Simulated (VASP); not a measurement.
# SrTiO3 (P4/mmm) in VASP: a series of runs

SrTiO3 is run at these levels: PBE; tasks: electric field gradients.

All numbers are computed with VASP 6.6.1; they aren't measurements. Logs are shortened: lines on timing, memory, paths and dates and some standing lists are left out, and cuts for length are marked.

## 1. The cell of the first run

The structure is tetragonal, space group P4/mmm (No. 123). The conventional cell has a = 3.905 Å, b = 3.905 Å, c = 3.788 Å, α = 90.00°, β = 90.00°, γ = 90.00°. Within 3.6 Å of Sr (site symmetry 4/mmm) lie 12 O at 2.72 to 2.76 Å and 8 Ti at 3.35 Å. Within 2.5 Å of Ti (site symmetry 4/mmm) lie 6 O at 1.89 to 1.95 Å. O (site symmetry mmm) has 2 Ti at 1.95 Å within 2.6 Å. Within 2.5 Å of O (site symmetry 4/mmm) lie 2 Ti at 1.89 Å.

## 2. Electric field gradients, PBE (zz strain of -3 %)

Input file INCAR:

```
SYSTEM = SrTiO3
PREC     = Accurate       ! precision mode
ENCUT    = 520            ! plane-wave cutoff, eV
EDIFF    = 1E-8           ! SCF threshold, eV
ISMEAR   = -1             ! smearing method
SIGMA    = 0.05           ! smearing width, eV
LREAL    = .False.        ! projectors in reciprocal space
LASPH    = .True.         ! aspherical terms in the spheres
NELM     = 80             ! most SCF steps
ALGO     = Normal         ! electronic algorithm
ISIF     = 2              ! what is computed and relaxed
LWAVE    = .False.        ! write WAVECAR
LCHARG   = .False.        ! write CHGCAR
GGA      = PE             ! functional
LEFG     = .True.       
NBANDS   = 28             ! bands
```

Input file KPOINTS:

```
regular mesh
0
Gamma
  7 7 7
  0 0 0
```

Input file POSCAR:

```
SrTiO3
1.0
    3.9050000000      0.0000000000      0.0000000000
    0.0000000000      3.9050000000      0.0000000000
    0.0000000000      0.0000000000      3.7878500000
Sr Ti O
1 1 3
Direct
    0.0000000000      0.0000000000      0.0000000000
    0.5000000000      0.5000000000      0.5000000000
    0.0000000000      0.5000000000      0.5000000000
    0.5000000000      0.0000000000      0.5000000000
    0.5000000000      0.5000000000      0.0000000000
```

Potentials or basis: VASP PAW PBE potentials, release 64 (Sr_sv, Ti_sv, O).

Started as:

```bash
cat potpaw_PBE.64/Sr_sv/POTCAR potpaw_PBE.64/Ti_sv/POTCAR potpaw_PBE.64/O/POTCAR > POTCAR
mpirun -np 1 vasp_std > vasp.out
```

OUTCAR:

```text
SYSTEM = SrTiO3
   PREC = Accurate
   ENCUT = 520
   EDIFF = 1E-8
   ISMEAR = -1
   LREAL = .False.
   LASPH = .True.
   NELM = 80
   ISIF = 2
   GGA = PE

 ion  position               nearest neighbor table
   1  0.000  0.000  0.000-   3 2.72   4 2.72   3 2.72   4 2.72   3 2.72   3 2.72   4 2.72   4 2.72
                             5 2.76   5 2.76   5 2.76   5 2.76   2 3.35   2 3.35   2 3.35   2 3.35
   2  0.500  0.500  0.500-   5 1.89   5 1.89   3 1.95   4 1.95   4 1.95   3 1.95   1 3.35   1 3.35
                             1 3.35   1 3.35   1 3.35   1 3.35   1 3.35   1 3.35
   3  0.000  0.500  0.500-   2 1.95   2 1.95   1 2.72   1 2.72   1 2.72   1 2.72
   4  0.500  0.000  0.500-   2 1.95   2 1.95   1 2.72   1 2.72   1 2.72   1 2.72
   5  0.500  0.500  0.000-   2 1.89   2 1.89   1 2.76   1 2.76   1 2.76   1 2.76

  LATTYP: Found a simple tetragonal cell.
 ALAT       =     3.9050000000
 C/A-ratio  =     0.9700000000

  Lattice vectors:

 A1 = (   3.9050000000,   0.0000000000,   0.0000000000)
 A2 = (   0.0000000000,   3.9050000000,   0.0000000000)
 A3 = (   0.0000000000,   0.0000000000,   3.7878500000)

Analysis of symmetry for initial positions (statically):
=====================================================================
 Subroutine PRICEL returns:
 Original cell was already a primitive cell.

 Routine SETGRP: Setting up the symmetry group for a
 simple tetragonal supercell.

 Subroutine GETGRP returns: Found 16 space group operations
 (whereof 16 operations were pure point group operations)
 out of a pool of 16 trial point group operations.

The static configuration has the point symmetry D_4h.

Analysis of symmetry for dynamics (positions and initial velocities):
=====================================================================
 Subroutine PRICEL returns:
 Original cell was already a primitive cell.

 Routine SETGRP: Setting up the symmetry group for a
 simple tetragonal supercell.

 Subroutine GETGRP returns: Found 16 space group operations
 (whereof 16 operations were pure point group operations)
 out of a pool of 16 trial point group operations.

The dynamic configuration has the point symmetry D_4h.

 Subroutine INISYM returns: Found 16 space group operations
 (whereof 16 operations are pure point group operations),
 and found     1 'primitive' translations
[... 152 lines left out ...]
 cond. band min:       6.2936866595   @ k =   0.0000   0.0000   0.0000
 fundamental gap:      1.9404531767
 Fermi energy:         5.3629859340

 k-point     1 :       0.0000    0.0000    0.0000
  band No.  band energies     occupation
      1     -51.9159      2.00000
      2     -28.2790      2.00000
      3     -28.2079      2.00000
      4     -28.1732      2.00000
      5     -28.1732      2.00000
      6     -13.1403      2.00000
[... 733 lines left out ...]
     27      12.9712      0.00000
     28      13.1115      0.00000

 [... further k-points ...]

------------------------ aborting loop because EDIFF is reached ----------------------------------------

  FORCE on cell =-STRESS in cart. coord.  units (eV):
  Direction    XX          YY          ZZ          XY          YZ          ZX
  --------------------------------------------------------------------------------------
  -------------------------------------------------------------------------------------
  Total        3.0684773      3.0684773      6.2689241      0.0000000      0.0000000      0.0000000
  in kB       85.1135401     85.1135401    173.8876519      0.0000000      0.0000000      0.0000000
  external PRESSURE =     114.7049107 kB  Pullay stress =       0.0000000 kB

 VOLUME and BASIS-vectors are now :
 -----------------------------------------------------------------------------
  energy-cutoff  :      520.00
  volume of cell :       57.76
      direct lattice vectors                 reciprocal lattice vectors
     3.905000000  0.000000000  0.000000000     0.256081946  0.000000000  0.000000000
     0.000000000  3.905000000  0.000000000     0.000000000  0.256081946  0.000000000
     0.000000000  0.000000000  3.787850000     0.000000000  0.000000000  0.264002006

 POSITION                                       TOTAL-FORCE (eV/Angst)
 -----------------------------------------------------------------------------------
      0.00000      0.00000      0.00000         0.000000      0.000000      0.000000
      1.95250      1.95250      1.89393         0.000000      0.000000      0.000000
      0.00000      1.95250      1.89393         0.000000      0.000000      0.000000
      1.95250      0.00000      1.89393         0.000000      0.000000      0.000000
      1.95250      1.95250      0.00000         0.000000      0.000000      0.000000
 -----------------------------------------------------------------------------------
    total drift:                                0.000000      0.000000     -0.000000

  FREE ENERGIE OF THE ION-ELECTRON SYSTEM (eV)
  ---------------------------------------------------
  free  energy   TOTEN  =       -39.9530636896 eV

  energy  without entropy=      -39.9530636892  energy(sigma->0) =      -39.95306369

 Electric field gradients (V/A^2)
---------------------------------------------------------------------
 ion       V_xx      V_yy      V_zz      V_xy      V_xz      V_yz
---------------------------------------------------------------------
   1       1.588     1.588    -3.176     0.000     0.000     0.000
   2      16.187    16.187   -32.374     0.000    -0.000     0.000
   3      12.788    -1.258   -11.530     0.000     0.000     0.000
   4      -1.258    12.788   -11.530    -0.000     0.000     0.000
   5       0.521     0.521    -1.041     0.000    -0.000    -0.000
---------------------------------------------------------------------

 Electric field gradients after diagonalization (V/A^2)
 (convention: |V_zz| > |V_xx| > |V_yy|)
----------------------------------------------------------------------
 ion       V_xx      V_yy      V_zz     asymmetry (V_yy - V_xx)/ V_zz
----------------------------------------------------------------------
   1       1.588     1.588    -3.176       0.000
   2      16.187    16.187   -32.374       0.000
   3     -11.530    -1.258    12.788       0.803
   4     -11.530    -1.258    12.788       0.803
   5       0.521     0.521    -1.041       0.000
----------------------------------------------------------------------

           NMR quadrupolar parameters

 Cq : quadrupolar parameter    Cq=e*Q*V_zz/h
 eta: asymmetry parameters     (V_yy - V_xx)/ V_zz
 Q  : nuclear electric quadrupole moment in mb (millibarn)
----------------------------------------------------------------------
 ion       Cq(MHz)       eta       Q (mb)
----------------------------------------------------------------------
   1      -0.008       0.000       1.000
   2      -0.078       0.000       1.000
   3       0.031       0.803       1.000
   4       0.031       0.803       1.000
   5      -0.003       0.000       1.000
----------------------------------------------------------------------
```

OSZICAR:

```text
N       E                     dE             d eps       ncg     rms          rms(c)
DAV:   1     0.435724805723E+03    0.43572E+03   -0.21619E+04  2240   0.161E+03
DAV:   2    -0.558950457155E+01   -0.44131E+03   -0.42002E+03  2564   0.442E+02
DAV:   3    -0.479947723152E+02   -0.42405E+02   -0.42089E+02  3060   0.134E+02
[... 12 lines left out ...]
DAV:  16    -0.399530635577E+02    0.41776E-06   -0.96748E-06  2580   0.243E-02    0.291E-03
DAV:  17    -0.399530636902E+02   -0.13258E-06   -0.78905E-07  2908   0.801E-03    0.247E-03
DAV:  18    -0.399530637147E+02   -0.24477E-07   -0.76806E-08  2860   0.225E-03    0.214E-03
DAV:  19    -0.399530636930E+02    0.21756E-07   -0.11122E-07  2712   0.455E-03    0.564E-04
DAV:  20    -0.399530636896E+02    0.33738E-08   -0.74919E-09  1628   0.602E-04
   1 F= -.39953064E+02 E0= -.39953064E+02  d E =-.428655E-09
```

It took 99 s on 1 thread of Intel Xeon 6975P-C, shared host; peak memory 0.21 GiB.

Results:

```
Free energy            : -39.9531 eV
Pressure               : 11.5 GPa
Band gap on the k mesh : 1.94 eV, indirect (least direct gap 2.18 eV)
```

Stress tensor (GPa, compression positive):
```
 8.51  0.00  0.00
 0.00  8.51  0.00
 0.00  0.00 17.39
```

Electric field gradients, principal values (V/Å²):
```
atom   least   middle  greatest (by size)
1 Sr   1.588    1.588              -3.176
2 Ti  16.187   16.187             -32.374
 3 O  -1.258  -11.530              12.788
 4 O  -1.258  -11.530              12.788
 5 O   0.521    0.521              -1.041
```

Caveat: the cell differs from its parent crystal (zz strain of -3 %); without QUAD_EFG the Cq values of the log hold for a quadrupole moment of 1 mb, not for the nuclei. A k mesh can miss the band edges.

## 3. Electric field gradients, PBE (zz strain of -1 %)

Input file INCAR:

```
ALGO = Normal
EDIFF = 1E-8
ENCUT = 520
GGA = PE
ISIF = 2
ISMEAR = -1
LASPH = True
LCHARG = False
LEFG = True
LREAL = False
LWAVE = False
NBANDS = 28
NELM = 60
PREC = Accurate
SIGMA = 0.05
```

Input file KPOINTS:

```
k-points
0
Gamma
  7 7 7
```

POSCAR, as its differences from that of step 2:

```diff
@@ -4,3 +4,3 @@
     0.0000000000      3.9050000000      0.0000000000
-    0.0000000000      0.0000000000      3.7878500000
+    0.0000000000      0.0000000000      3.8659500000
 Sr Ti O
```

Potentials or basis: VASP PAW PBE potentials, release 64 (Sr_sv, Ti_sv, O).

Started as:

```bash
cat potpaw_PBE.64/Sr_sv/POTCAR potpaw_PBE.64/Ti_sv/POTCAR potpaw_PBE.64/O/POTCAR > POTCAR
mpirun -np 1 vasp_std > vasp.out
```

OUTCAR:

```text
EDIFF = 1E-8
   ENCUT = 520
   GGA = PE
   ISIF = 2
   ISMEAR = -1
   LASPH = True
   LREAL = False
   NELM = 60
   PREC = Accurate

 ion  position               nearest neighbor table
   1  0.000  0.000  0.000-   3 2.75   4 2.75   3 2.75   4 2.75   3 2.75   3 2.75   4 2.75   4 2.75
                             5 2.76   5 2.76   5 2.76   5 2.76   2 3.37   2 3.37   2 3.37   2 3.37
   2  0.500  0.500  0.500-   5 1.93   5 1.93   3 1.95   4 1.95   4 1.95   3 1.95   1 3.37   1 3.37
                             1 3.37   1 3.37   1 3.37   1 3.37   1 3.37   1 3.37
   3  0.000  0.500  0.500-   2 1.95   2 1.95   1 2.75   1 2.75   1 2.75   1 2.75
   4  0.500  0.000  0.500-   2 1.95   2 1.95   1 2.75   1 2.75   1 2.75   1 2.75
   5  0.500  0.500  0.000-   2 1.93   2 1.93   1 2.76   1 2.76   1 2.76   1 2.76

  LATTYP: Found a simple tetragonal cell.
 ALAT       =     3.9050000000
 C/A-ratio  =     0.9900000000

  Lattice vectors:

 A1 = (   3.9050000000,   0.0000000000,   0.0000000000)
 A2 = (   0.0000000000,   3.9050000000,   0.0000000000)
 A3 = (   0.0000000000,   0.0000000000,   3.8659500000)

Analysis of symmetry for initial positions (statically):
=====================================================================
 Subroutine PRICEL returns:
 Original cell was already a primitive cell.

 Routine SETGRP: Setting up the symmetry group for a
 simple tetragonal supercell.

 Subroutine GETGRP returns: Found 16 space group operations
 (whereof 16 operations were pure point group operations)
 out of a pool of 16 trial point group operations.

The static configuration has the point symmetry D_4h.

[... 924 lines left out ...]
  -------------------------------------------------------------------------------------
  Total        2.2454561      2.2454561      3.2027856      0.0000000     -0.0000000      0.0000000
  in kB       61.0262715     61.0262715     87.0442614      0.0000000     -0.0000000      0.0000000
  external PRESSURE =      69.6989348 kB  Pullay stress =       0.0000000 kB

 VOLUME and BASIS-vectors are now :
 -----------------------------------------------------------------------------
  energy-cutoff  :      520.00
  volume of cell :       58.95
      direct lattice vectors                 reciprocal lattice vectors
     3.905000000  0.000000000  0.000000000     0.256081946  0.000000000  0.000000000
     0.000000000  3.905000000  0.000000000     0.000000000  0.256081946  0.000000000
     0.000000000  0.000000000  3.865950000     0.000000000  0.000000000  0.258668633

 POSITION                                       TOTAL-FORCE (eV/Angst)
 -----------------------------------------------------------------------------------
      0.00000      0.00000      0.00000         0.000000      0.000000      0.000000
      1.95250      1.95250      1.93298         0.000000      0.000000      0.000000
      0.00000      1.95250      1.93298         0.000000      0.000000      0.000000
      1.95250      0.00000      1.93298         0.000000      0.000000      0.000000
      1.95250      1.95250      0.00000         0.000000      0.000000      0.000000
 -----------------------------------------------------------------------------------
    total drift:                                0.000000      0.000000     -0.000000

  FREE ENERGIE OF THE ION-ELECTRON SYSTEM (eV)
  ---------------------------------------------------
  free  energy   TOTEN  =       -40.0504893525 eV

  energy  without entropy=      -40.0504893519  energy(sigma->0) =      -40.05048935

 Electric field gradients (V/A^2)
---------------------------------------------------------------------
 ion       V_xx      V_yy      V_zz      V_xy      V_xz      V_yz
---------------------------------------------------------------------
   1       0.618     0.618    -1.236    -0.000     0.000     0.000
   2       5.087     5.087   -10.174     0.000     0.000     0.000
   3      11.884    -4.216    -7.668    -0.000    -0.000    -0.000
   4      -4.216    11.884    -7.668    -0.000     0.000     0.000
   5      -3.705    -3.705     7.410     0.000     0.000    -0.000
---------------------------------------------------------------------

 Electric field gradients after diagonalization (V/A^2)
 (convention: |V_zz| > |V_xx| > |V_yy|)
----------------------------------------------------------------------
 ion       V_xx      V_yy      V_zz     asymmetry (V_yy - V_xx)/ V_zz
----------------------------------------------------------------------
   1       0.618     0.618    -1.236       0.000
   2       5.087     5.087   -10.174       0.000
   3      -7.668    -4.216    11.884       0.290
   4      -7.668    -4.216    11.884       0.290
   5      -3.705    -3.705     7.410       0.000
----------------------------------------------------------------------

           NMR quadrupolar parameters

 Cq : quadrupolar parameter    Cq=e*Q*V_zz/h
 eta: asymmetry parameters     (V_yy - V_xx)/ V_zz
 Q  : nuclear electric quadrupole moment in mb (millibarn)
----------------------------------------------------------------------
 ion       Cq(MHz)       eta       Q (mb)
----------------------------------------------------------------------
   1      -0.003       0.000       1.000
   2      -0.025       0.000       1.000
   3       0.029       0.290       1.000
   4       0.029       0.290       1.000
   5       0.018       0.000       1.000
----------------------------------------------------------------------
```

OSZICAR:

```text
N       E                     dE             d eps       ncg     rms          rms(c)
DAV:   1     0.432756988685E+03    0.43276E+03   -0.21350E+04  2240   0.159E+03
DAV:   2    -0.402903898874E+01   -0.43679E+03   -0.41570E+03  2532   0.440E+02
DAV:   3    -0.481837877236E+02   -0.44155E+02   -0.43793E+02  3096   0.135E+02
[... 11 lines left out ...]
DAV:  15    -0.400504891837E+02    0.42829E-05   -0.21656E-05  3124   0.424E-02    0.111E-02
DAV:  16    -0.400504891850E+02   -0.13333E-08   -0.48218E-06  2624   0.234E-02    0.411E-03
DAV:  17    -0.400504892742E+02   -0.89175E-07   -0.37025E-07  2928   0.464E-03    0.230E-03
DAV:  18    -0.400504893429E+02   -0.68739E-07   -0.84244E-08  2940   0.238E-03    0.159E-03
DAV:  19    -0.400504893525E+02   -0.96002E-08   -0.79094E-08  2512   0.418E-03
   1 F= -.40050489E+02 E0= -.40050489E+02  d E =-.605945E-09
```

Run time: 92 s. Hardware: 1 thread of Intel Xeon 6975P-C, shared host; peak memory 0.21 GiB.

Results:

| Property | Result |
| --- | --- |
| Free energy | -40.0505 eV |
| Pressure | 7.0 GPa |
| Band gap on the k mesh | 1.93 eV, indirect (least direct gap 2.21 eV) |

Levels at points of the mesh, in eV from the valence-band top:
```csv
k point,band 16,band 17,band 18,band 19,band 20,band 21,band 22,band 23,band 24,band 25
"(0.00, 0.00, 0.00)",-1.13,-1.10,-0.29,-0.29,-0.28,1.93,1.95,1.95,4.40,4.48
```

Electric field gradients, principal values (V/Å²):
```tsv
atom	least	middle	greatest (by size)
1 Sr	0.618	0.618	-1.236
2 Ti	5.087	5.087	-10.174
3 O	-4.216	-7.668	11.884
4 O	-4.216	-7.668	11.884
5 O	-3.705	-3.705	7.410
```

Caveat: the cell differs from its parent crystal (zz strain of -1 %); without QUAD_EFG the Cq values of the log hold for a quadrupole moment of 1 mb, not for the nuclei. A k mesh can miss the band edges.

(Continued in part 2 of 2.)
